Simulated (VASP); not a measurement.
# Pb (P6_3/mmc) in VASP: relaxation of cell and atoms with PBE

Aim: the relaxation of cell and atoms of Pb with PBE.

Everything below comes from runs of VASP 6.6.1. Logs are shortened: lines on timing, memory, paths and dates and some standing lists are left out, and cuts for length are marked.

## Step 1: The cell of the first run

The structure is hexagonal, space group P6_3/mmc (No. 194). The conventional cell has a = 3.413 Å, b = 3.413 Å, c = 5.743 Å, α = 90.00°, β = 90.00°, γ = 120.00°. Pb (site symmetry -6m2) has 12 Pb at 3.41 to 3.48 Å within 4.5 Å.

This isn't the form of Pb at room conditions, which is fcc.

## Step 2: Relaxation of cell and atoms, PBE, target pressure 4.9 GPa, at which the enthalpy is minimised

INCAR reads:

```
PREC     = Accurate       # precision mode
ENCUT    = 600            # plane-wave cutoff, eV
EDIFF    = 1E-6           # SCF threshold, eV
ISMEAR   = -1             # smearing method
SIGMA    = 0.1            # smearing width, eV
LREAL    = False          # projectors in reciprocal space
LASPH    = True           # aspherical terms in the spheres
NELM     = 60             # most SCF steps
ALGO     = Normal         # electronic algorithm
ISIF     = 3              # what is computed and relaxed
LWAVE    = False          # write WAVECAR
LCHARG   = False          # write CHGCAR
GGA      = PE             # functional
IBRION   = 2              # ionic algorithm
NSW      = 32             # ionic steps
EDIFFG   = -0.005         # ionic threshold
PSTRESS  = 49.0
```

KPOINTS reads:

```
Automatic mesh
0
Gamma
  13 13 7
```

POSCAR reads:

```
Pb
1.0
    3.4125307712      0.0000000000      0.0000000000
   -1.7062653856      2.9553383391      0.0000000000
    0.0000000000      0.0000000000      5.7427726747
Pb
2
Direct
    0.3333333333      0.6666666667      0.2500000000
    0.6666666667      0.3333333333      0.7500000000
```

Potentials or basis: VASP PAW PBE potentials, release 64 (Pb_d).

Command:

```bash
$ cat potpaw_PBE.64/Pb_d/POTCAR > POTCAR
$ mpirun -np 1 vasp_std > vasp.out
```

OUTCAR:

```text
PREC = Accurate
   ENCUT = 600
   EDIFF = 1E-6
   ISMEAR = -1
   LREAL = False
   LASPH = True
   NELM = 60
   ISIF = 3
   GGA = PE
   IBRION = 2
   NSW = 32
   EDIFFG = -0.005
   PSTRESS = 49.0

 ion  position               nearest neighbor table
   1  0.333  0.667  0.250-   2 3.48   2 3.48   2 3.48   2 3.48   2 3.48   2 3.48
   2  0.667  0.333  0.750-   1 3.48   1 3.48   1 3.48   1 3.48   1 3.48   1 3.48

  LATTYP: Found a hexagonal cell.
 ALAT       =     3.4125307712
 C/A-ratio  =     1.6828486129

  Lattice vectors:

 A1 = (   3.4125307712,   0.0000000000,   0.0000000000)
 A2 = (  -1.7062653856,   2.9553383391,   0.0000000000)
 A3 = (   0.0000000000,   0.0000000000,   5.7427726747)

Analysis of symmetry for initial positions (statically):
=====================================================================
 Subroutine PRICEL returns:
 Original cell was already a primitive cell.

 Routine SETGRP: Setting up the symmetry group for a
 hexagonal supercell.

 Subroutine GETGRP returns: Found 24 space group operations
 (whereof 12 operations were pure point group operations)
 out of a pool of 24 trial point group operations.

The static configuration has the point symmetry D_3d.
 The point group associated with its full space group is D_6h.

Analysis of symmetry for dynamics (positions and initial velocities):
=====================================================================
 Subroutine PRICEL returns:
 Original cell was already a primitive cell.

 Routine SETGRP: Setting up the symmetry group for a
 hexagonal supercell.

 Subroutine GETGRP returns: Found 24 space group operations
 (whereof 12 operations were pure point group operations)
 out of a pool of 24 trial point group operations.

The dynamic configuration has the point symmetry D_3d.
 The point group associated with its full space group is D_6h.

 Subroutine INISYM returns: Found 24 space group operations
 (whereof 12 operations are pure point group operations),
 and found     1 'primitive' translations

----------------------------------------------------------------------------------------

                                     Primitive cell

  volume of cell :      57.9169

  direct lattice vectors                    reciprocal lattice vectors
[... 86 lines left out ...]
   NELM   =     60;   NELMIN=  2; NELMDL= -5     # of ELM steps
   EDIFF  = 0.1E-05   stopping-criterion for ELM
   LREAL  =      F    real-space projection
   EDIFFG = -.5E-02   stopping-criterion for IOM
   NSW    =     32    number of steps for IOM
   IBRION =      2    ionic relax: 0-MD 1-quasi-New 2-CG
   NFREE  =      1    steps in history (QN), initial steepest desc. (CG)
   ISIF   =      3    stress and relaxation
   ISYM   =      2    0-nonsym 1-usesym 2-fastsym
   POTIM  = 0.5000    time-step for ionic-motion
   TEBEG  =    0.0;   TEEND  =   0.0 temperature during run
   PSTRESS=   49.0 pullay stress
   NELECT =      28.0000    total number of electrons
   NUPDOWN=      -1.0000    fix difference up-down
   EMIN   =  10.00;   EMAX   =-10.00  energy-range for DOS
   EFERMI =   0.00;   METHOD = LEGACY
   ISMEAR =    -1;   SIGMA  =   0.10  broadening in eV -4-tet -1-fermi 0-gaus
   EFERMI_NEDOS =   21; number of points for ismear=-14 and -15
   IALGO  =     38    algorithm
   IMIX   =      4    mixing-type and parameters
     AMIX     =   0.40;   BMIX     =  1.00
     AMIX_MAG =   1.60;   BMIX_MAG =  1.00
  volume/ion in A,a.u.               =      28.96       195.42
  Fermi-wavevector in a.u.,A,eV,Ry     =   1.284870  2.428051 22.461719  1.650890
  Thomas-Fermi vector in A             =   2.417038
   LORBIT       =      0    0 simple, 1 ext, 2 COOP (PROOUT), +10 PAW based schemes
   GGA     = PE    functional components
   LHFCALC =     F    Hartree Fock is set to
   AEXX    =    0.0000 exact exchange contribution
   IVDW    =     0    specifies the selected vdW correction
   LEPSILON=     F    determine dielectric tensor
   LRPA    =     F    only Hartree local field effects (RPA)
 conjugate gradient relaxation of ions
 non-spin polarized calculation
  energy-cutoff  :      600.00
  volume of cell :       57.92
 maximum number of plane-waves:      1949
 NGX is ok and might be reduce to    28
   NGX = 13   NGY = 13   NGZ = 23

 number of electron      28.0000005 magnetization

 Free energy of the ion-electron system (eV)
  ---------------------------------------------------
  ext. energy  EPLUGINS =         0.00000000
  ---------------------------------------------------
  free energy    TOTEN  =        -7.03002988 eV

  energy without entropy =       -6.99595538  energy(sigma->0) =       -7.01299263

 E-fermi :   7.7770     XC(G=0): -10.4091

 val. band max:        7.7437914188   @ k =   0.4615   0.0000   0.1429
 cond. band min:       7.8424327835   @ k =   0.3077   0.0000   0.2857
 fundamental gap:      0.0986413648
 Fermi energy:         7.7769638933

 k-point     1 :       0.0000    0.0000    0.0000
  band No.  band energies     occupation
      1      -9.3503      2.00000
      2      -9.3250      2.00000
      3      -9.2945      2.00000
      4      -9.2945      2.00000
      5      -9.2727      2.00000
      6      -9.2727      2.00000
[... 481 lines left out ...]
      5      -9.2399      2.00000
      6      -9.2133      2.00000
[... 10 lines left out ...]
     17      14.1201      0.00000
     18      15.4663      0.00000

 [... further k-points ...]

------------------------ aborting loop because EDIFF is reached ----------------------------------------

  FORCE on cell =-STRESS in cart. coord.  units (eV):
  Direction    XX          YY          ZZ          XY          YZ          ZX
  --------------------------------------------------------------------------------------
  -------------------------------------------------------------------------------------
  Total        1.7668163      1.7668163      1.7682373      0.0000000      0.0000000      0.0000000
  in kB       48.8761033     48.8761033     48.9154133      0.0000000      0.0000000      0.0000000
  external PRESSURE =      -0.1107933 kB  Pullay stress =      49.0000000 kB

 VOLUME and BASIS-vectors are now :
 -----------------------------------------------------------------------------
  energy-cutoff  :      600.00
  volume of cell :       57.92
      direct lattice vectors                 reciprocal lattice vectors
     3.412530771  0.000000000  0.000000000     0.293037651  0.169185366  0.000000000
    -1.706265386  2.955338339  0.000000000     0.000000000  0.338370733  0.000000000
     0.000000000  0.000000000  5.742772675     0.000000000  0.000000000  0.174131914

 POSITION                                       TOTAL-FORCE (eV/Angst)
 -----------------------------------------------------------------------------------
     -0.00000      1.97023      1.43569        -0.000000      0.000000      0.000000
      1.70627      0.98511      4.30708         0.000000      0.000000      0.000000
 -----------------------------------------------------------------------------------
    total drift:                               -0.000000      0.000000      0.000000

  FREE ENERGIE OF THE ION-ELECTRON SYSTEM (eV)
  ---------------------------------------------------
  free  energy   TOTEN  =        -7.0300298793 eV

  energy  without entropy=       -6.9959553800  energy(sigma->0) =       -7.01299263

  enthalpy is  TOTEN    =        -5.2587348378 eV   P V=        1.7712950415

 reached required accuracy - stopping structural energy minimisation
```

OSZICAR:

```text
N       E                     dE             d eps       ncg     rms          rms(c)
DAV:   1     0.292389873968E+03    0.29239E+03   -0.15935E+04  3024   0.213E+03
DAV:   2     0.125166048245E+02   -0.27987E+03   -0.27619E+03  3028   0.455E+02
DAV:   3    -0.648496637572E+01   -0.19002E+02   -0.18735E+02  3714   0.149E+02
DAV:   4    -0.703488047534E+01   -0.54991E+00   -0.54741E+00  3630   0.290E+01
DAV:   5    -0.705737041276E+01   -0.22490E-01   -0.22488E-01  3802   0.525E+00    0.810E-01
DAV:   6    -0.703605476038E+01    0.21316E-01   -0.41958E-02  3874   0.308E+00    0.396E-01
DAV:   7    -0.703028898627E+01    0.57658E-02   -0.17021E-02  3948   0.195E+00    0.123E-01
DAV:   8    -0.703004238669E+01    0.24660E-03   -0.11246E-03  3982   0.517E-01    0.151E-02
DAV:   9    -0.703003105024E+01    0.11336E-04   -0.43852E-05  3780   0.119E-01    0.713E-03
DAV:  10    -0.703002965359E+01    0.13966E-05   -0.23493E-06  2466   0.170E-02    0.161E-03
DAV:  11    -0.703002987934E+01   -0.22575E-06   -0.86811E-07  1600   0.178E-02
   1 F= -.52587348E+01 E0= -.52416976E+01  d E =-.525873E+01
```

CONTCAR:

```text
Pb
   1.00000000000000
     3.4125307712000001    0.0000000000000000    0.0000000000000000
    -1.7062653856000001    2.9553383390999999    0.0000000000000000
     0.0000000000000000    0.0000000000000000    5.7427726747000003
  Pb
     2
Direct
     0.3333333332999970    0.6666666667000030    0.2500000000000000
     0.6666666667000030    0.3333333332999970    0.7500000000000000

  0.00000000E+00  0.00000000E+00  0.00000000E+00
  0.00000000E+00  0.00000000E+00  0.00000000E+00
```

Run time: 28 s. Hardware: 1 thread of Intel Xeon 6975P-C (Granite Rapids), shared host; peak memory 0.23 GiB.

What came out:

```yaml
Free_energy: -7.0300 eV
Pressure_after_relaxing: 4.9 GPa
Band_gap_on_the_k_mesh: zero (bands 14 and 15 overlap by 7.77 eV)
```

Final structure:
```yaml
crystal:
  lattice:
    - [3.41253, 0.00000, 0.00000]
    - [-1.70627, 2.95534, 0.00000]
    - [0.00000, 0.00000, 5.74277]
  atoms:
    - { symbol: Pb, position: [0.33333, 0.66667, 0.25000] }
    - { symbol: Pb, position: [0.66667, 0.33333, 0.75000] }
```

Caveat: the relaxation stopped at its first step, so nothing moved; the cell is relaxed towards a set pressure, so the run minimises the enthalpy, not the energy; spin-orbit coupling is left out, which moves the levels of the heavy elements.
